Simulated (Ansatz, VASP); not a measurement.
# One calculation of HfC, two programs

File INCAR:

```
SYSTEM = HfC
  ALGO = Normal
  EDIFF = 1E-6
  ENCUT = 600
  GGA = PE
  GGA_COMPAT = .FALSE.
  ISIF = 2
  ISMEAR = -1
  LASPH = .TRUE.
  LCHARG = .FALSE.
  LREAL = .FALSE.
  LWAVE = .FALSE.
  NBANDS = 14
  NELM = 120
  PREC = Accurate
  SIGMA = 0.04
```

Contents of KPOINTS:

```
k-points
0
G
  7 7 7
  0 0 0
```

The input POSCAR:

```
HfC
1.0
    0.0000000000      2.3250000000      2.3250000000
    2.3250000000      0.0000000000      2.3250000000
    2.3250000000      2.3250000000      0.0000000000
Hf C
1 1
Direct
    0.5000000000      0.5000000000      0.5000000000
    0.0000000000      0.0000000000      0.0000000000
```

Contents of input.yaml:

```yaml
crystal:
  lattice:
    - [0.0, 2.325, 2.325]
    - [2.325, 0.0, 2.325]
    - [2.325, 2.325, 0.0]
  atoms:
    - { symbol: Hf, position: [0.5, 0.5, 0.5] }
    - { symbol: C, position: [0.0, 0.0, 0.0] }
kpoints:
  mp_grid: { grid: [7, 7, 7] }
scf:
  occupations: { method: fermi_dirac, width: 0.04 }
hamiltonian:
  xc: pbe
  pseudopotentials: { kind: all_electron, lapw: { basis_error: 0.004 } }
output:
  forces: true
  stress: true
  eigenvalues: true
```

Alike in both runs: task single point; functional PBE; k mesh 7 × 7 × 7; occupations fermi-dirac, width 0.04 eV; no spin polarisation.

|  | VASP | Ansatz |
| --- | --- | --- |
| version | VASP 6.6.1 | Ansatz 0.2.0 |
| potentials or method | VASP PAW PBE potentials, release 64 (Hf_pv, C), cutoff 600 eV | all-electron LAPW, scalar-relativistic |

|  | VASP | Ansatz | Ansatz less VASP |
| --- | --- | --- | --- |
| gap on the k mesh at the Fermi level (eV) | none | none | - |
| pressure (GPa) | -0.5 | 0.4 | +0.82 |

A gap of «none» marks a metal or a gap that the smearing closes. Ansatz ran all-electron here, and VASP with PAW potentials.

Spin-orbit coupling is off throughout. Noted on Ansatz's run: the k mesh is thin for a metal, which can move the energy by tens of meV per atom.
